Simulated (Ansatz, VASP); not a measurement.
Two plane-wave programs on HfO2

Contents of INCAR:

```
SYSTEM = HfO2
ALGO     = Normal         ! electronic algorithm
EDIFF    = 1E-7           ! SCF threshold, eV
ENCUT    = 520            ! plane-wave cutoff, eV
GGA      = PE             ! functional
ISIF     = 2              ! what is computed and relaxed
ISMEAR   = 0              ! smearing method
LASPH    = .True.         ! aspherical terms in the spheres
LCHARG   = .False.        ! write CHGCAR
LREAL    = .False.        ! projectors in reciprocal space
LWAVE    = .False.        ! write WAVECAR
NBANDS   = 18             ! bands
NELM     = 80             ! most SCF steps
PREC     = Accurate       ! precision mode
SIGMA    = 0.05           ! smearing width, eV
```

File KPOINTS:

```
k-points
0
Gamma
  8 8 8
  0 0 0
```

POSCAR

```
HfO2
1.0
    0.0000000000      2.5575000000      2.5575000000
    2.5575000000      0.0000000000      2.5575000000
    2.5575000000      2.5575000000      0.0000000000
Hf O
1 2
Direct
   -0.0586510264     -0.0586510264     -0.1072391276
    0.2500000000      0.2500000000      0.2500000000
    0.7500000000      0.7500000000      0.7500000000
```

Input for Ansatz:

```yaml
crystal:
  lattice:
    - [0.0, 2.5575, 2.5575]
    - [2.5575, 0.0, 2.5575]
    - [2.5575, 2.5575, 0.0]
  atoms:
    - { symbol: Hf, position: [-0.0586510264, -0.0586510264, -0.1072391276] }
    - { symbol: O, position: [0.25, 0.25, 0.25] }
    - { symbol: O, position: [0.75, 0.75, 0.75] }
basis:
  ecutwfc: 420
kpoints:
  mp_grid: { grid: [8, 8, 8] }
hamiltonian:
  xc: pbe
scf:
  occupations: { method: gaussian, width: 0.05 }
output:
  forces: true
  stress: true
  eigenvalues: true
```

Alike in both runs: task single point; functional PBE; k mesh 8 × 8 × 8; occupations gaussian, width 0.05 eV; no spin polarisation.

```csv
,VASP,Ansatz
version,VASP 6.6.1,Ansatz 0.2.0
potentials or method,"VASP PAW PBE potentials, release 64 (Hf_pv, O), cutoff 520 eV","scalar-relativistic, plane waves, PAW"
valence electrons in the cell,22,38
```

|  | VASP | Ansatz | Ansatz less VASP |
| --- | --- | --- | --- |
| gap on the k mesh at the Fermi level (eV) | 3.81 | 3.82 | +0.011 |
| least direct gap on the mesh (eV) | 4.10 | 4.11 | +0.017 |
| rms of the force components (eV/Å) | 10.337 | 9.673 | -0.6637 |

Atom by atom the forces differ by 0.666 eV/Å (rms over components). The functional is the same, so the differences come from potentials, cutoffs and numerics. VASP's potentials hold 22 valence electrons a cell and Ansatz's 38, so a difference there can come from the potentials and not from the codes.

Neither program's run includes spin-orbit coupling.
